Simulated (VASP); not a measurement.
Wanted: the native input for a VASP 6.6.1 run.

```yaml
Task: relaxation of cell and atoms
Functional: PBE
Potentials_or_basis: VASP PAW PBE potentials, release 64 (Rh_pv)
Cutoff: 600 eV
k_mesh: 8 × 8 × 8
Occupations: methfessel-paxton, width 0.05 eV
Spin: no spin polarisation
Dipole_correction: no
Further_INCAR_settings: ALGO = Normal; EDIFF = 1e-06; IBRION = 2; EDIFFG = -0.03; NSW = 80; ISIF = 3
```

The structure of Rh lies in POSCAR:

```
Rh
1.0
    0.0000000000      1.9167932376      1.9167932376
    1.9167932376      0.0000000000      1.9167932376
    1.9167932376      1.9167932376      0.0000000000
Rh
1
Direct
    0.0000000000      0.0000000000      0.0000000000
```

These files were run (other wordings do the same):

INCAR

```
PREC     = Accurate       # precision mode
ENCUT    = 600            # plane-wave cutoff, eV
EDIFF    = 1E-6           # SCF threshold, eV
ISMEAR   = 1              # smearing method
SIGMA    = 0.05           # smearing width, eV
LREAL    = False          # projectors in reciprocal space
LASPH    = True           # aspherical terms in the spheres
NELM     = 80             # most SCF steps
ALGO     = Normal         # electronic algorithm
ISIF     = 3              # what is computed and relaxed
LWAVE    = False          # write WAVECAR
LCHARG   = False          # write CHGCAR
GGA      = PE             # functional
IBRION   = 2              # ionic algorithm
NSW      = 80             # ionic steps
EDIFFG   = -0.03          # ionic threshold
```

KPOINTS

```
Automatic mesh
0
Gamma
  8 8 8
```

Potentials or basis: VASP PAW PBE potentials, release 64 (Rh_pv).

Command:

```sh
$ cat potpaw_PBE.64/Rh_pv/POTCAR > POTCAR
$ mpirun -np 1 vasp_std > vasp.out
```

It gave:

```yaml
Pressure_after_relaxing: -0.1 GPa
```

Caveat: the relaxation stopped at its first step, so nothing moved.

Run time: 2.8 s on 1 thread of Intel(R) Xeon(R) Platinum 8481C CPU @ 2.70GHz (Sapphire Rapids), with other jobs on the host, peak memory 0.14 GiB.
